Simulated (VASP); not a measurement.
# Na2C3 (P321) in VASP: notebook, part 2 of 2

VASP 6.6.1. The steps go on from the part before.

### Step 3. Relaxation of cell and atoms, PBE

This run uses another cell than the first one, of 21.81 Å³/atom.

File INCAR:

```
SYSTEM = Na2C3
  PREC = Accurate
  ENCUT = 600
  EDIFF = 1E-6
  ISMEAR = 0
  SIGMA = 0.02
  LREAL = .FALSE.
  LASPH = .TRUE.
  NELM = 100
  ALGO = Normal
  ISIF = 3
  LWAVE = .FALSE.
  LCHARG = .FALSE.
  GGA = PE
  IBRION = 2
  NSW = 100
  EDIFFG = -0.01
```

File KPOINTS:

```
regular mesh
0
G
  6 6 6
  0 0 0
```

File POSCAR:

```
Na2C3
1.0
    5.4229650045      0.0000000000      0.0000000000
   -2.7114825022      4.6964254577      0.0000000000
    0.0000000000      0.0000000000      4.2809875547
Na C
2 3
Direct
    0.3333333333      0.6666666667      0.4163168402
    0.6666666667      0.3333333333      0.5836831598
    0.1515281068      0.0000000000      0.5000000000
    0.0000000000      0.1515281068      0.5000000000
    0.8484718932      0.8484718932      0.5000000000
```

Potentials or basis: VASP PAW PBE potentials, release 64 (Na_pv, C).

The run is started by

```console
$ cat potpaw_PBE.64/Na_pv/POTCAR potpaw_PBE.64/C/POTCAR > POTCAR
$ mpirun -np 1 vasp_std > vasp.out
```

OUTCAR:

```text
SYSTEM = Na2C3
   PREC = Accurate
   ENCUT = 600
   EDIFF = 1E-6
   ISMEAR = 0
   LREAL = .FALSE.
   LASPH = .TRUE.
   NELM = 100
   ISIF = 3
   GGA = PE
   IBRION = 2
   NSW = 100
   EDIFFG = -0.01

 ion  position               nearest neighbor table
   1  0.333  0.667  0.416-
   2  0.667  0.333  0.584-
   3  0.152  0.000  0.500-   4 1.42   5 1.42
   4  0.000  0.152  0.500-   5 1.42   3 1.42
   5  0.848  0.848  0.500-   4 1.42   3 1.42

  LATTYP: Found a hexagonal cell.
 ALAT       =     5.4229650045
 C/A-ratio  =     0.7894182520

  Lattice vectors:

 A1 = (   5.4229650045,   0.0000000000,   0.0000000000)
 A2 = (  -2.7114825022,   4.6964254577,   0.0000000000)
 A3 = (   0.0000000000,   0.0000000000,   4.2809875547)

Analysis of symmetry for initial positions (statically):
[... 385 lines left out ...]

  energy without entropy =      -26.22023199  energy(sigma->0) =      -26.22023199

 E-fermi :  -1.0449     XC(G=0):  -5.9949

 val. band max:       -1.1331314773   @ k =   0.5000  -0.0000   0.5000
 cond. band min:       1.1699030651   @ k =   0.5000  -0.0000   0.5000
 fundamental gap:      2.3030345423
 Fermi energy:        -1.0449491615

 k-point     1 :       0.0000    0.0000    0.0000
  band No.  band energies     occupation
      1     -23.9926      2.00000
      2     -23.9797      2.00000
      3     -23.8913      2.00000
      4     -23.8913      2.00000
      5     -23.8330      2.00000
      6     -23.8330      2.00000
[... 457 lines left out ...]
      4     -23.8836      2.00000
      5     -23.8414      2.00000
      6     -23.8274      2.00000
[... 9 lines left out ...]
     16       3.4339      0.00000
     17       4.9459      0.00000

 [... further k-points ...]

------------------------ aborting loop because EDIFF is reached ----------------------------------------

  FORCE on cell =-STRESS in cart. coord.  units (eV):
  Direction    XX          YY          ZZ          XY          YZ          ZX
  --------------------------------------------------------------------------------------
  -------------------------------------------------------------------------------------
  Total        0.0037753      0.0037753      0.0379398      0.0000000      0.0000000     -0.0000000
  in kB        0.0471525      0.0471525      0.4738529      0.0000000      0.0000000     -0.0000000
  external PRESSURE =       0.1893859 kB  Pullay stress =       0.0000000 kB
[... 20 lines left out ...]
  FREE ENERGIE OF THE ION-ELECTRON SYSTEM (eV)
  ---------------------------------------------------
  free  energy   TOTEN  =       -26.2202319899 eV

  energy  without entropy=      -26.2202319899  energy(sigma->0) =      -26.22023199

 reached required accuracy - stopping structural energy minimisation
```

OSZICAR:

```text
N       E                     dE             d eps       ncg     rms          rms(c)
DAV:   1     0.222074452121E+03    0.22207E+03   -0.14024E+04  1156   0.162E+03
DAV:   2    -0.565687469711E+01   -0.22773E+03   -0.22359E+03  1361   0.388E+02
DAV:   3    -0.300680762039E+02   -0.24411E+02   -0.23930E+02  1541   0.128E+02
[... 613 lines left out ...]
       N       E                     dE             d eps       ncg     rms          rms(c)
DAV:   1    -0.262202376279E+02   -0.10076E-04   -0.73292E-04  1737   0.288E-01    0.181E-02
DAV:   2    -0.262202337806E+02    0.38473E-05   -0.11103E-05  1193   0.426E-02    0.982E-03
DAV:   3    -0.262202320015E+02    0.17790E-05   -0.26064E-06   850   0.237E-02    0.111E-03
DAV:   4    -0.262202319899E+02    0.11645E-07   -0.32398E-07   578   0.781E-03
  76 F= -.26220232E+02 E0= -.26220232E+02  d E =-.208563E-04
```

CONTCAR:

```text
Na2C3
   1.00000000000000
     5.4613504780142508    0.0000000000003642    0.0000000000000000
    -2.7306752389564570    4.7296682528988470   -0.0000000000000000
     0.0000000000000000    0.0000000000000000    4.9662837857918785
  Na              C
     2     3
Direct
     0.3333333332999970    0.6666666667000030    0.4635014841025567
     0.6666666667000030    0.3333333332999970    0.5364985158974436
     0.1508451297597134    0.0000000000000005    0.5000000000000000
     0.0000000000000000    0.1508451297597124    0.5000000000000000
     0.8491548702402868    0.8491548702402875    0.5000000000000000

  0.00000000E+00  0.00000000E+00  0.00000000E+00
  0.00000000E+00  0.00000000E+00  0.00000000E+00
  0.00000000E+00  0.00000000E+00  0.00000000E+00
  0.00000000E+00  0.00000000E+00  0.00000000E+00
  0.00000000E+00  0.00000000E+00  0.00000000E+00
```

It took 55 min on 1 thread of AMD EPYC 7R43 (Zen 3), shared host; peak memory 0.31 GiB.

What came out:

| Item | Value |
| --- | --- |
| Free energy | -26.2202 eV |
| Relaxed volume | 25.66 Å³/atom |
| Relaxed cell | a = 5.461 Å, b = 5.461 Å, c = 4.966 Å, α = 90.00°, β = 90.00°, γ = 120.00° |
| Space group after relaxing (to 0.1 Å) | P321 (No. 150) |
| Energy gained by relaxing | 3.6 meV/atom |
| Ionic steps | 76 |
| Pressure after relaxing | 0.0 GPa |
| Band gap on the k mesh | 2.30 eV |

Forces in eV/Å, atoms in the order of the input:
```
Na   0.000  0.000  0.002
Na   0.000  0.000 -0.002
C   -0.003  0.000  0.000
C    0.001 -0.002  0.000
C    0.001  0.002  0.000
```

The path:
| step | energy change (eV) | largest force (eV/Å) | pressure (GPa) | volume (Å³) |
| --- | --- | --- | --- | --- |
| 1 | 0.0000 | 0.1398 | 0.24 | 109.03 |
| 3 | -0.0004 | 0.0128 | 0.06 | 109.14 |
| 5 | -0.0017 | 0.0118 | 0.08 | 109.77 |
| 7 | -0.0053 | 0.0094 | 0.23 | 112.60 |
| 9 | -0.0060 | 0.0078 | 0.35 | 114.90 |
| 11 | -0.0071 | 0.1426 | 0.08 | 116.31 |
| 13 | -0.0075 | 0.1622 | 0.00 | 117.11 |
| 15 | -0.0082 | 0.1056 | 0.04 | 119.68 |
| 17 | -0.0084 | 0.0340 | 0.02 | 118.68 |
| 19 | -0.0084 | 0.0356 | 0.02 | 118.82 |
| 21 | -0.0084 | 0.0361 | 0.01 | 118.96 |
| 23 | -0.0085 | 0.0481 | -0.11 | 119.82 |
| 25 | -0.0085 | 0.0399 | -0.09 | 119.73 |
| 27 | -0.0087 | 0.0427 | -0.08 | 120.40 |
| 29 | -0.0087 | 0.0581 | -0.09 | 121.49 |
| 31 | -0.0089 | 0.0517 | -0.20 | 123.30 |
| 33 | -0.0098 | 0.0520 | -0.10 | 124.25 |
| 35 | -0.0108 | 0.0484 | 0.01 | 126.01 |
| 37 | -0.0108 | 0.1175 | -0.10 | 126.85 |
| 39 | -0.0110 | 0.0425 | -0.03 | 126.63 |
| 41 | -0.0113 | 0.0512 | 0.07 | 128.19 |
| 43 | -0.0115 | 0.0350 | 0.11 | 128.11 |
| 45 | -0.0116 | 0.0786 | 0.14 | 128.45 |
| 47 | -0.0123 | 0.0838 | 0.09 | 129.57 |
| 49 | -0.0122 | 0.0994 | -0.13 | 134.13 |
| 51 | -0.0128 | 0.0887 | -0.07 | 131.86 |
| 53 | -0.0130 | 0.0374 | -0.15 | 131.92 |
| 55 | -0.0136 | 0.0275 | -0.03 | 131.44 |
| 57 | -0.0137 | 0.0257 | 0.06 | 131.13 |
| 59 | -0.0139 | 0.0971 | -0.03 | 131.00 |
| 61 | -0.0142 | 0.0880 | 0.00 | 130.89 |
| 63 | -0.0154 | 0.0446 | 0.04 | 130.40 |
| 65 | -0.0171 | 0.1414 | 0.32 | 128.42 |
| 67 | -0.0176 | 0.0493 | 0.19 | 128.14 |
| 69 | -0.0177 | 0.0303 | 0.11 | 127.89 |
| 71 | -0.0178 | 0.0140 | 0.07 | 127.98 |
| 73 | -0.0179 | 0.0544 | 0.04 | 128.35 |
| 75 | -0.0180 | 0.0184 | -0.03 | 128.31 |
| 76 | -0.0180 | 0.0027 | 0.02 | 128.28 |

Final structure:
```
CELL_PARAMETERS angstrom
5.46135 0.00000 0.00000
-2.73068 4.72967 0.00000
0.00000 0.00000 4.96628
ATOMIC_POSITIONS crystal
Na 0.33333 0.66667 0.46350
Na 0.66667 0.33333 0.53650
C 0.15085 0.00000 0.50000
C 0.00000 0.15085 0.50000
C 0.84915 0.84915 0.50000
```

Levels at points of the mesh, in eV from the valence-band top:
```
           k point  band 10  band 11  band 12  band 13  band 14  band 15  band 16  band 17
(0.00, 0.00, 0.00)    -3.47    -3.29    -0.21    -0.21     3.49     3.97     3.97     6.43
(0.50, 0.00, 0.00)    -3.43    -2.54    -0.38    -0.07     3.42     3.72     3.83     4.99
(0.00, 0.00, 0.50)    -3.70    -3.13    -0.16    -0.16     3.34     3.62     3.62     6.40
(0.50, 0.00, 0.50)    -3.61    -2.44    -0.31     0.00     2.30     3.34     5.09     5.45
```

Caveat: the volume moved by over 15 % at a fixed basis, so the end points are rough. A k mesh can miss the band edges.
